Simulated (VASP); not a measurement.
# B3N2 (P-62m) in VASP: notebook, part 2 of 2

VASP 6.6.1. Earlier steps stand in the parts before.

### 3 Single point, PBE

This run uses another cell than the first one, of 10.30 Å³/atom.

The input, INCAR:

```
SYSTEM = B3N2
PREC = Accurate
ENCUT = 520
EDIFF = 1E-7
ISMEAR = 0
SIGMA = 0.1
LREAL = .FALSE.
LASPH = .TRUE.
NELM = 80
ALGO = Normal
ISIF = 2
LWAVE = .FALSE.
LCHARG = .FALSE.
GGA = PE
NBANDS = 18
```

The input, KPOINTS:

```
regular mesh
0
G
  6 6 4
  0 0 0
```

The input, POSCAR:

```
B3N2
1.0
    3.3975151400      0.0000000000      0.0000000000
   -1.6987575700      2.9423344200      0.0000000000
    0.0000000000      0.0000000000      5.1534309200
B N
3 2
Direct
    0.3169380300      0.0000000000      0.0000000000
    0.0000000000      0.3169380300      0.0000000000
    0.6830619700      0.6830619700      0.0000000000
    0.0000000000      0.0000000000      0.7463036000
    0.0000000000      0.0000000000      0.2536964000
```

Potentials or basis: VASP PAW PBE potentials, release 64 (B, N).

Started as:

```
cat potpaw_PBE.64/B/POTCAR potpaw_PBE.64/N/POTCAR > POTCAR
mpirun -np 1 vasp_std > vasp.out
```

OUTCAR:

```text
SYSTEM = B3N2
   PREC = Accurate
   ENCUT = 520
   EDIFF = 1E-7
   ISMEAR = 0
   LREAL = .FALSE.
   LASPH = .TRUE.
   NELM = 80
   ISIF = 2
   GGA = PE

 ion  position               nearest neighbor table
   1  0.317  0.000  0.000-   4 1.69   5 1.69   2 1.87   3 1.87   2 2.01   3 2.01   2 2.01   3 2.01

   2  0.000  0.317  0.000-   4 1.69   5 1.69   3 1.87   1 1.87   1 2.01   3 2.01   3 2.01   1 2.01

   3  0.683  0.683  0.000-   4 1.69   5 1.69   2 1.87   1 1.87   1 2.01   2 2.01   2 2.01   1 2.01

   4  0.000  0.000  0.746-   2 1.69   3 1.69   1 1.69
   5  0.000  0.000  0.254-   2 1.69   3 1.69   1 1.69

  LATTYP: Found a hexagonal cell.
 ALAT       =     3.3975151400
 C/A-ratio  =     1.5168235336

  Lattice vectors:

 A1 = (   3.3975151400,   0.0000000000,   0.0000000000)
 A2 = (  -1.6987575700,   2.9423344200,   0.0000000000)
 A3 = (   0.0000000000,   0.0000000000,   5.1534309200)

Analysis of symmetry for initial positions (statically):
=====================================================================
 Subroutine PRICEL returns:
 Original cell was already a primitive cell.

 Routine SETGRP: Setting up the symmetry group for a
 hexagonal supercell.

 Subroutine GETGRP returns: Found 12 space group operations
 (whereof 12 operations were pure point group operations)
 out of a pool of 24 trial point group operations.

The static configuration has the point symmetry D_3h.

Analysis of symmetry for dynamics (positions and initial velocities):
=====================================================================
 Subroutine PRICEL returns:
 Original cell was already a primitive cell.

 Routine SETGRP: Setting up the symmetry group for a
 hexagonal supercell.

 Subroutine GETGRP returns: Found 12 space group operations
 (whereof 12 operations were pure point group operations)
 out of a pool of 24 trial point group operations.

The dynamic configuration has the point symmetry D_3h.

 Subroutine INISYM returns: Found 12 space group operations
 (whereof 12 operations are pure point group operations),
 and found     1 'primitive' translations

----------------------------------------------------------------------------------------

                                     Primitive cell

  volume of cell :      51.5169

  direct lattice vectors                    reciprocal lattice vectors
     3.397515140  0.000000000  0.000000000     0.294332758  0.169933097  0.000000000
    -1.698757570  2.942334420  0.000000000     0.000000000  0.339866194  0.000000000
     0.000000000  0.000000000  5.153430920     0.000000000  0.000000000  0.194045485

  length of vectors
     3.397515140  3.397515139  5.153430920     0.339866194  0.339866194  0.194045485

  position of ions in fractional coordinates (direct lattice)
     0.316938030  0.000000000  0.000000000
     1.000000000  0.316938030  0.000000000
     0.683061970  0.683061970  0.000000000
     0.000000000  0.000000000  0.746303600
     0.000000000  0.000000000  0.253696400

  ion indices of the primitive-cell ions
   primitive index   ion index
                 1           1
                 2           2
[... 27 lines left out ...]

 Found     21 irreducible k-points:

 Following reciprocal coordinates:
            Coordinates               Weight
  0.000000  0.000000  0.000000      1.000000
  0.166667  0.000000  0.000000      6.000000
  0.333333  0.000000  0.000000      6.000000
  0.500000  0.000000  0.000000      3.000000
  0.166667  0.166667  0.000000      6.000000
  0.333333  0.166667  0.000000     12.000000
[... 13 lines left out ...]
  0.333333  0.166667  0.500000     12.000000
  0.333333  0.333333  0.500000      2.000000
   k-points           NKPTS =     21   k-points in BZ     NKDIM =     21   number of bands    NBANDS=     18
   number of dos      NEDOS =    301   number of ions     NIONS =      5
   total plane-waves  NPLWV =  31360
   dimension x,y,z NGX =    28 NGY =   28 NGZ =   40
   dimension x,y,z NGXF=    56 NGYF=   56 NGZF=   80
   ions per type =               3   2
   NGX,Y,Z   is equivalent  to a cutoff of  13.70, 13.70, 12.90 a.u.
   NGXF,Y,Z  is equivalent  to a cutoff of  27.40, 27.40, 25.81 a.u.
 SYSTEM =  B3N2
   PREC   = accura    normal or accurate (medium, high low for compatibility)
   ISTART =      0    job   : 0-new  1-cont  2-samecut
   ICHARG =      2    charge: 1-file 2-atom 10-const
   ISPIN  =      1    spin polarized calculation?
   LNONCOLLINEAR =      F non collinear calculations
   LSORBIT =      F    spin-orbit coupling
   LASPH  =      T    aspherical Exc in radial PAW
   ENCUT  =  520.0 eV  38.22 Ry    6.18 a.u.   6.32  6.32  9.58*2*pi/ulx,y,z
   NELM   =     80;   NELMIN=  2; NELMDL= -5     # of ELM steps
   EDIFF  = 0.1E-06   stopping-criterion for ELM
   LREAL  =      F    real-space projection
   EDIFFG = 0.1E-05   stopping-criterion for IOM
   NSW    =      0    number of steps for IOM
   IBRION =     -1    ionic relax: 0-MD 1-quasi-New 2-CG
   NFREE  =      0    steps in history (QN), initial steepest desc. (CG)
   ISIF   =      2    stress and relaxation
   ISYM   =      2    0-nonsym 1-usesym 2-fastsym
   POTIM  = 0.5000    time-step for ionic-motion
   TEBEG  =    0.0;   TEEND  =   0.0 temperature during run
   PSTRESS=    0.0 pullay stress
   NELECT =      19.0000    total number of electrons
   NUPDOWN=      -1.0000    fix difference up-down
   EMIN   =  10.00;   EMAX   =-10.00  energy-range for DOS
   EFERMI =   0.00;   METHOD = LEGACY
   ISMEAR =     0;   SIGMA  =   0.10  broadening in eV -4-tet -1-fermi 0-gaus
   EFERMI_NEDOS =   21; number of points for ismear=-14 and -15
   IALGO  =     38    algorithm
   IMIX   =      4    mixing-type and parameters
     AMIX     =   0.40;   BMIX     =  1.00
     AMIX_MAG =   1.60;   BMIX_MAG =  1.00
  volume/ion in A,a.u.               =      10.30        69.53
  Fermi-wavevector in a.u.,A,eV,Ry     =   1.174022  2.218579 18.753272  1.378327
  Thomas-Fermi vector in A             =   2.310425
   LORBIT       =      0    0 simple, 1 ext, 2 COOP (PROOUT), +10 PAW based schemes
   GGA     = PE    functional components
   LHFCALC =     F    Hartree Fock is set to
   AEXX    =    0.0000 exact exchange contribution
   IVDW    =     0    specifies the selected vdW correction
   LEPSILON=     F    determine dielectric tensor
   LRPA    =     F    only Hartree local field effects (RPA)
 non-spin polarized calculation
 Gauss-broadening in eV      SIGMA  =   0.10
  energy-cutoff  :      520.00
  volume of cell :       51.52
 maximum number of plane-waves:      1404
 NGX is ok and might be reduce to    28
   NGX = 13   NGY = 13   NGZ = 19

 number of electron      19.0000000 magnetization

 Free energy of the ion-electron system (eV)
  ---------------------------------------------------
  ext. energy  EPLUGINS =         0.00000000
  ---------------------------------------------------
  free energy    TOTEN  =       -32.08974914 eV

  energy without entropy =      -32.06916675  energy(sigma->0) =      -32.07945794

 E-fermi :   1.6251     XC(G=0):  -9.5868

 val. band max:        1.5901014832   @ k =   0.3333   0.0000   0.0000
 cond. band min:       1.6281696113   @ k =   0.3333   0.0000   0.2500
 fundamental gap:      0.0380681281
 Fermi energy:         1.6250921162

 k-point     1 :       0.0000    0.0000    0.0000
  band No.  band energies     occupation
      1     -16.4148      2.00000
      2     -12.5863      2.00000
      3      -5.8288      2.00000
      4      -3.6822      2.00000
      5      -2.6254      2.00000
      6      -2.6254      2.00000
[... 418 lines left out ...]
      5      -2.7786      2.00000
      6      -2.2335      2.00000
[... 10 lines left out ...]
     17      13.0120      0.00000
     18      13.4511      0.00000

------------------------ aborting loop because EDIFF is reached ----------------------------------------

  FORCE on cell =-STRESS in cart. coord.  units (eV):
  Direction    XX          YY          ZZ          XY          YZ          ZX
  --------------------------------------------------------------------------------------
  -------------------------------------------------------------------------------------
  Total       -2.7029936     -2.7029936    -12.5230218      0.0000000     -0.0000000     -0.0000000
  in kB      -84.0631597    -84.0631597   -389.4662496      0.0000000     -0.0000000     -0.0000000
  external PRESSURE =    -185.8641897 kB  Pullay stress =       0.0000000 kB

 VOLUME and BASIS-vectors are now :
 -----------------------------------------------------------------------------
  energy-cutoff  :      520.00
  volume of cell :       51.52
      direct lattice vectors                 reciprocal lattice vectors
     3.397515140  0.000000000  0.000000000     0.294332758  0.169933097  0.000000000
    -1.698757570  2.942334420  0.000000000     0.000000000  0.339866194  0.000000000
     0.000000000  0.000000000  5.153430920     0.000000000  0.000000000  0.194045485

 POSITION                                       TOTAL-FORCE (eV/Angst)
 -----------------------------------------------------------------------------------
      1.07680      0.00000      0.00000        -0.168422      0.000000     -0.000000
     -0.53840      0.93254      0.00000         0.084211     -0.145857     -0.000000
      1.16036      2.00980      0.00000         0.084211      0.145857     -0.000000
      0.00000      0.00000      3.84602         0.000000     -0.000000      5.233966
      0.00000      0.00000      1.30741         0.000000     -0.000000     -5.233966
 -----------------------------------------------------------------------------------
    total drift:                                0.000000      0.000000     -0.000000

  FREE ENERGIE OF THE ION-ELECTRON SYSTEM (eV)
  ---------------------------------------------------
  free  energy   TOTEN  =       -32.0897491366 eV

  energy  without entropy=      -32.0691667480  energy(sigma->0) =      -32.07945794
```

OSZICAR:

```text
N       E                     dE             d eps       ncg     rms          rms(c)
DAV:   1     0.510638014646E+02    0.51064E+02   -0.88036E+03   756   0.924E+02
DAV:   2    -0.293837337538E+02   -0.80448E+02   -0.77061E+02  1002   0.198E+02
DAV:   3    -0.328980989752E+02   -0.35144E+01   -0.34738E+01   982   0.393E+01
DAV:   4    -0.329320910861E+02   -0.33992E-01   -0.33941E-01   982   0.422E+00
DAV:   5    -0.329324912788E+02   -0.40019E-03   -0.40013E-03   980   0.429E-01    0.674E+00
DAV:   6    -0.322568740727E+02    0.67562E+00   -0.23210E+00   938   0.957E+00    0.355E+00
DAV:   7    -0.321161987271E+02    0.14068E+00   -0.42904E-01   970   0.458E+00    0.236E+00
DAV:   8    -0.320876987440E+02    0.28500E-01   -0.12784E-01  1010   0.212E+00    0.553E-01
DAV:   9    -0.320888126975E+02   -0.11140E-02   -0.46349E-03   850   0.476E-01    0.264E-01
DAV:  10    -0.320895880540E+02   -0.77536E-03   -0.17500E-03  1014   0.299E-01    0.414E-02
DAV:  11    -0.320897016051E+02   -0.11355E-03   -0.12919E-04  1018   0.771E-02    0.192E-02
DAV:  12    -0.320897491785E+02   -0.47573E-04   -0.42777E-05   914   0.476E-02    0.396E-03
DAV:  13    -0.320897489103E+02    0.26822E-06   -0.47636E-07   948   0.536E-03    0.175E-03
DAV:  14    -0.320897491695E+02   -0.25916E-06   -0.42378E-07   860   0.448E-03    0.870E-04
DAV:  15    -0.320897491366E+02    0.32917E-07   -0.13320E-08   628   0.949E-04
   1 F= -.32089749E+02 E0= -.32079458E+02  d E =-.205824E-01
```

Wall time 14 s (1 thread of Intel Xeon Platinum 8559C (Emerald Rapids), shared host); peak memory 0.17 GiB.

Results:

| Quantity | Value |
| --- | --- |
| Free energy | -32.0897 eV |
| Pressure | -18.6 GPa |
| Largest force | 5.234 eV/Å |
| Band gap on the k mesh | zero (an odd number of electrons rules out a gap without spin polarisation) |

Forces in eV/Å, atoms in the order of the input:
```
B   -0.168  0.000  0.000
B    0.084 -0.146  0.000
B    0.084  0.146  0.000
N    0.000  0.000  5.234
N    0.000  0.000 -5.234
```

Stress tensor (GPa, compression positive):
```
 -8.41   0.00   0.00
  0.00  -8.41   0.00
  0.00   0.00 -38.95
```

Caveat: the cell stands under tension; forces of over 1 eV/Å act on the atoms, so gaps and moduli don't describe the material at rest.
